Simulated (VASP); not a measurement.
Write the native input for VASP 6.6.1 that does the following.

```yaml
Task: single point
Functional: PBE
Potentials_or_basis: VASP PAW PBE potentials, release 64 (Co, Ru_pv)
Cutoff: 520 eV
k_mesh: 6 × 6 × 1
Occupations: gaussian, width 0.1 eV
Spin: collinear spin, ferromagnetic start
Starting_moments: "[3.0, 3.0, 0.0, 0.0, 0.0, 0.0, 0.0, 0.0, 0.0, 0.0] μB"
Dipole_correction: no
Further_INCAR_settings: ALGO = Normal; EDIFF = 1e-06; NBANDS = 80
```

The structure of CoRu4 lies in POSCAR:

```
CoRu4
1.0
    2.7020217919      0.0000000029      0.0000000000
   -1.3510108985      2.3400195119      0.0000000000
    0.0000000000      0.0000000000     21.0492517644
Co Ru
2 8
Direct
    0.3333333333      0.6666666667      0.2500000000
    0.6666666667      0.3333333333      0.7500000000
    0.3333333333      0.6666666667      0.0508978294
    0.3333333333      0.6666666667      0.4491021706
    0.3333333333      0.6666666667      0.6524796147
    0.3333333333      0.6666666667      0.8475203853
    0.6666666667      0.3333333333      0.1524796147
    0.6666666667      0.3333333333      0.3475203853
    0.6666666667      0.3333333333      0.5508978294
    0.6666666667      0.3333333333      0.9491021706
```

One way to write it, as run:

INCAR

```
SYSTEM = CoRu4
ALGO = Normal
EDIFF = 1E-6
ENCUT = 520
GGA = PE
ISIF = 2
ISMEAR = 0
ISPIN = 2
LASPH = .True.
LCHARG = .False.
LMAXMIX = 4
LORBIT = 11
LREAL = .False.
LWAVE = .False.
MAGMOM = 3 3 0 0 0 0 0 0 0 0
NBANDS = 80
NELM = 150
PREC = Accurate
SIGMA = 0.1
```

KPOINTS

```
k-points
0
Gamma
  6 6 1
  0 0 0
```

Potentials or basis: VASP PAW PBE potentials, release 64 (Co, Ru_pv).

Launch:

```sh
$ cat potpaw_PBE.64/Co/POTCAR potpaw_PBE.64/Ru_pv/POTCAR > POTCAR
$ mpirun -np 1 vasp_std > vasp.out
```

It gave:

| Property | Result |
| --- | --- |
| Pressure | -0.1 GPa |
| Largest force | 0.031 eV/Å |
| Net moment | 3.31 μB per cell |
| Site moments | Co +1.46; Ru +0.01, +0.10 (each value once) μB |
| Valence electrons inside the program's atomic spheres | Co 8.15; Ru 12.67, 12.64 (each value once) |

Caveat: the k points lie up to 0.45 Å⁻¹ apart.

Run time: 10 min on 1 thread of Oxide Virtual Turin-like Processor, with other jobs on the host, peak memory 0.31 GiB.
